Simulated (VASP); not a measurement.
Runs of VASP 6.6.1 on NiO. The structure is that of space group Fm-3m (No. 225), or close to it. The cells are those of the table. 

```tsv
task	potentials or basis	cell	k mesh	cutoff (eV)	second run	gap on the mesh (eV)	pressure (GPa)	moment (μB)	relaxed volume (Å³/atom)
relaxation of cell and atoms	VASP PAW PBE potentials, release 64 (Ni, O)	relaxed from a = 2.903 Å, angles 60.0°, 2 atoms	18 × 18 × 18	600	-	none	-0.1	0.86	(c)
relaxation of cell and atoms	VASP PAW PBE potentials, release 64 (Ni, O)	relaxed to 5 GPa from a = 2.887 Å, angles 60.0°, 2 atoms	18 × 18 × 18	600	-	none	5.1	0.76	-
relaxation of cell and atoms	VASP PAW PBE potentials, release 64 (Ni, O)	relaxed to 20 GPa from a = 2.827 Å, angles 60.0°, 2 atoms	18 × 18 × 18	600	-	none	20.0	0.59	-
single point	VASP PAW PBE potentials, release 64 (Ni, O)	a = 2.921 Å, angles 60.0°, 2 atoms	18 × 18 × 18	520	-	none	-2.3	1.24	-
relaxation of cell and atoms	VASP PAW PBE potentials, release 64 (Ni, O)	relaxed to 10 GPa from a = 2.849 Å, angles 60.0°, 2 atoms	18 × 18 × 18	600	-	none	10.1	(a)	-
relaxation of cell and atoms	VASP PAW PBE potentials, release 64 (Ni, O)	relaxed to 40 GPa from a = 2.765 Å, angles 60.0°, 2 atoms	18 × 18 × 18	600	-	none	40.0	(b)	-
relaxation of cell and atoms	VASP PAW PBE potentials, release 64 (Ni, O)	relaxed from a = 2.960 Å, angles 60.0°, 2 atoms	8 × 8 × 8	600	-	none	-0.2	0.78	8.62
single point	VASP PAW PBE potentials, release 64 (Ni, O)	a = 2.903 Å, angles 60.0°, 2 atoms	8 × 8 × 8	520	-	none	(d)	0.78	-
single point	VASP PAW PBE potentials, release 64 (Ni_sv_GW, O)	a = 2.903 Å, angles 60.0°, 2 atoms	8 × 8 × 8	600	valence_matched	none	-2.3	0.98	-
relaxation of cell and atoms	VASP PAW PBE potentials, release 64 (Ni, O)	relaxed to 2 GPa from a = 2.892 Å, angles 60.0°, 2 atoms	18 × 18 × 18	600	-	none	2.0	0.82	-
```

Alike in all rows: level PBEsol; spin collinear, ferromagnetic start; smearing gaussian 0.1 eV.

Question: Fill in the values left out.

Answer: (a) 0.72; (b) 0.15; (c) 8.63; (d) -0.9.

Caveats: the PAW data sets were made with another functional, which shifts forces and pressure a little; semilocal functionals often make such compounds metallic where correlation or magnetic order opens a gap, which also shifts bond lengths; a cell with one magnetic atom can't hold antiferromagnetic order, which such compounds often take (some runs); the cell is relaxed towards a set pressure, so the enthalpy falls and the energy may rise (some runs); the relaxation stopped at its first step, so nothing moved (some runs).

A gap of «none» marks levels without a gap at the run's occupations.

The runs don't all hold the same shells in valence.
